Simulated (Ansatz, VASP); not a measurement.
## NaF in VASP and in Ansatz

Contents of INCAR:

```
  ALGO = Normal
  EDIFF = 1E-6
  ENCUT = 520
  GGA = PE
  ISIF = 2
  ISMEAR = 0
  LASPH = True
  LCHARG = False
  LREAL = False
  LWAVE = False
  NBANDS = 14
  NELM = 100
  PREC = Accurate
  SIGMA = 0.1
```

KPOINTS

```
k-points
0
Gamma
  10 10 10
```

The input POSCAR:

```
NaF
1.0
    0.0000000000      2.3200000000      2.3200000000
    2.3200000000      0.0000000000      2.3200000000
    2.3200000000      2.3200000000      0.0000000000
Na F
1 1
Direct
    0.0000000000      0.0000000000      0.0000000000
    0.5000000000      0.5000000000      0.5000000000
```

File input.yaml:

```yaml
crystal:
  lattice:
    - [0.0, 2.32, 2.32]
    - [2.32, 0.0, 2.32]
    - [2.32, 2.32, 0.0]
  atoms:
    - { symbol: Na, position: [0.0, 0.0, 0.0] }
    - { symbol: F, position: [0.5, 0.5, 0.5] }
hamiltonian:
  xc: pbe
  pseudopotentials: { kind: paw }
kpoints:
  mp_grid: { grid: [10, 10, 10] }
scf:
  occupations: { method: gaussian, width: 0.1 }
output:
  forces: true
  stress: true
  eigenvalues: true
```

Alike in both runs: task single point; functional PBE; k mesh 10 × 10 × 10; occupations gaussian, width 0.1 eV; no spin polarisation.

|  | VASP | Ansatz |
| --- | --- | --- |
| version | VASP 6.6.1 | Ansatz 0.2.0 |
| potentials or method | VASP PAW PBE potentials, release 64 (Na_pv, F) | Ansatz PAW |
| plane-wave cutoff (eV) | 520 | 420 |
| valence electrons in the cell | 14 | 16 |

|  | VASP | Ansatz | Ansatz less VASP |
| --- | --- | --- | --- |
| gap on the k mesh at the Fermi level (eV) | 6.28 | 6.29 | +0.017 |
| least direct gap on the mesh (eV) | 6.28 | 6.29 | +0.017 |
| pressure (GPa) | 1.8 | 1.9 | +0.13 |

VASP's potentials hold 14 valence electrons a cell and Ansatz's 16, so a difference there can come from the potentials and not from the codes.
